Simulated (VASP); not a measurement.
## AlGaN2: single point with r2SCAN

Crystal: AlGaN2.

```
CELL_PARAMETERS angstrom
2.99329 0.00000 0.00000
0.00000 2.99329 0.00000
0.00000 0.00000 4.20028
ATOMIC_POSITIONS crystal
Al 0.50000 0.50000 0.50000
Ga 0.00000 0.00000 0.00000
N 0.50000 0.00000 0.73852
N 0.00000 0.50000 0.26148
```

| Property | Result |
| --- | --- |
| Program | VASP 6.6.1 |
| Task | single point |
| Functional | r2SCAN |
| Potentials or basis | VASP PAW PBE potentials, release 64 (Al, Ga_d, N) |
| Cutoff | 520 eV |
| k mesh | 8 × 8 × 6 |
| Occupations | gaussian, width 0.02 eV |
| Spin | no spin polarisation |

```json
{
 "Pressure": "40.8 GPa",
 "Largest force": "0.102 eV/Å",
 "Band gap on the k mesh": "3.92 eV (least direct gap 4.25 eV)"
}
```

Forces in eV/Å, atoms in the order of the input:
```
Al   0.000  0.000  0.000
Ga   0.000  0.000  0.000
N    0.000  0.000 -0.102
N    0.000  0.000  0.102
```

Levels at points of the mesh, in eV from the valence-band top:
```csv
k point,band 10,band 11,band 12,band 13,band 14,band 15,band 16,band 17
"(0.00, 0.00, 0.00)",-2.80,-0.32,0.00,0.00,4.25,4.53,9.20,13.34
"(0.50, 0.00, 0.00)",-3.41,-3.22,-1.22,-0.80,8.35,9.01,9.53,10.30
"(0.50, 0.50, 0.00)",-2.70,-2.68,-2.68,-2.68,3.92,3.92,7.94,10.32
"(0.00, 0.00, 0.50)",-1.96,-1.96,-1.10,-1.10,6.53,6.74,10.07,11.03
"(0.50, 0.00, 0.50)",-1.20,-1.06,-0.64,-0.63,7.08,8.48,10.90,11.25
"(0.50, 0.50, 0.50)",-4.79,-3.82,-3.82,-3.81,7.18,7.18,11.41,12.45
```

Run time: 52 s on 1 thread of Intel(R) Xeon(R) 6975P-C (Granite Rapids), on a shared host, peak memory 0.18 GiB.

Caveat: the cell stands under pressure; the PAW data sets were made with another functional, which shifts forces and pressure a little. A k mesh can miss the band edges.
